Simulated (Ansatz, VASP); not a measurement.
**Zn4Se3S in VASP and in Ansatz**

Contents of INCAR:

```
SYSTEM = Zn4Se3S
ALGO = Normal ; EDIFF = 1E-6
ENCUT = 520 ; GGA = PE
ISIF = 2 ; ISMEAR = 0
LASPH = .TRUE. ; LCHARG = .TRUE.
LELF = .TRUE. ; LREAL = .FALSE.
LVHAR = .TRUE. ; LWAVE = .FALSE.
NBANDS = 46 ; NELM = 100
PREC = Accurate ; SIGMA = 0.1
```

KPOINTS

```
k-points
0
G
  4 4 4
  0 0 0
```

POSCAR

```
Zn4Se3S
1.0
    5.6590480000      0.0000000000      0.0000000000
    0.0000000000      5.6590480000      0.0000000000
    0.0000000000      0.0000000000      5.6590480000
Zn Se S
4 3 1
Direct
    0.7565560000      0.7565560000      0.7565560000
    0.7565560000      0.2434440000      0.2434440000
    0.2434440000      0.7565560000      0.2434440000
    0.2434440000      0.2434440000      0.7565560000
    0.5000000000      0.5000000000      0.0000000000
    0.5000000000      0.0000000000      0.5000000000
    0.0000000000      0.5000000000      0.5000000000
    0.0000000000      0.0000000000      0.0000000000
```

Input for Ansatz:

```yaml
crystal:
  lattice:
    - [5.659048, 0.0, 0.0]
    - [0.0, 5.659048, 0.0]
    - [0.0, 0.0, 5.659048]
  atoms:
    - { symbol: Zn, position: [0.756556, 0.756556, 0.756556] }
    - { symbol: Zn, position: [0.756556, 0.243444, 0.243444] }
    - { symbol: Zn, position: [0.243444, 0.756556, 0.243444] }
    - { symbol: Zn, position: [0.243444, 0.243444, 0.756556] }
    - { symbol: Se, position: [0.5, 0.5, 0.0] }
    - { symbol: Se, position: [0.5, 0.0, 0.5] }
    - { symbol: Se, position: [0.0, 0.5, 0.5] }
    - { symbol: S, position: [0.0, 0.0, 0.0] }
basis:
  ecutwfc: 420
kpoints:
  mp_grid: { grid: [4, 4, 4] }
hamiltonian:
  xc: pbe
scf:
  occupations: { method: gaussian, width: 0.1 }
  lower_state_search: "off"
output:
  forces: true
  stress: true
  eigenvalues: true
```

Alike in both runs: task single point; functional PBE; k mesh 4 × 4 × 4; occupations gaussian, width 0.1 eV; no spin polarisation.

|  | VASP | Ansatz |
| --- | --- | --- |
| version | VASP 6.6.1 | Ansatz 0.2.0 |
| potentials or method | VASP PAW PBE potentials, release 64 (Zn, Se, S), cutoff 520 eV | scalar-relativistic, plane waves, PAW |
| valence electrons in the cell | 72 | 102 |

|  | VASP | Ansatz | Ansatz less VASP |
| --- | --- | --- | --- |
| gap on the k mesh at the Fermi level (eV) | 1.32 | 1.32 | -0.001 |
| least direct gap on the mesh (eV) | 1.32 | 1.32 | -0.001 |
| pressure (GPa) | 0.2 | 0.0 | -0.20 |
| rms of the force components (eV/Å) | 0.004 | 0.002 | -0.0017 |

Atom by atom the forces differ by 0.002 eV/Å (rms over components). VASP's potentials hold 72 valence electrons a cell and Ansatz's 102, so a difference there can come from the potentials and not from the codes.
